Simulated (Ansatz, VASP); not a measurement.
# Nb in VASP and in Ansatz

```
Nb
1.0
    -1.64146    1.64146    1.64146
     1.64146   -1.64146    1.64146
     1.64146    1.64146   -1.64146
Nb
1
Direct
  0.00000 0.00000 0.00000
```

Change from the starting cell: volume scaled by 0.96.

Alike in both runs: task single point; functional LDA; k mesh 11 × 11 × 11; occupations fermi-dirac, width 0.05 eV; no spin polarisation.

|  | VASP | Ansatz |
| --- | --- | --- |
| version | VASP 6.6.1 | Ansatz 0.2.0 |
| potentials or method | VASP PAW LDA potentials, release 64 (Nb_sv), cutoff 500 eV | all-electron LAPW, scalar-relativistic |

|  | VASP | Ansatz | Ansatz less VASP |
| --- | --- | --- | --- |
| gap on the k mesh at the Fermi level (eV) | none | none | - |
| pressure (GPa) | -5.3 | -5.1 | +0.19 |

LDA's correlation is that of Perdew and Zunger in VASP and of Perdew and Wang (1992) in Ansatz. A gap of «none» marks a metal or a gap that the smearing closes. Ansatz ran all-electron here, and VASP with PAW potentials.
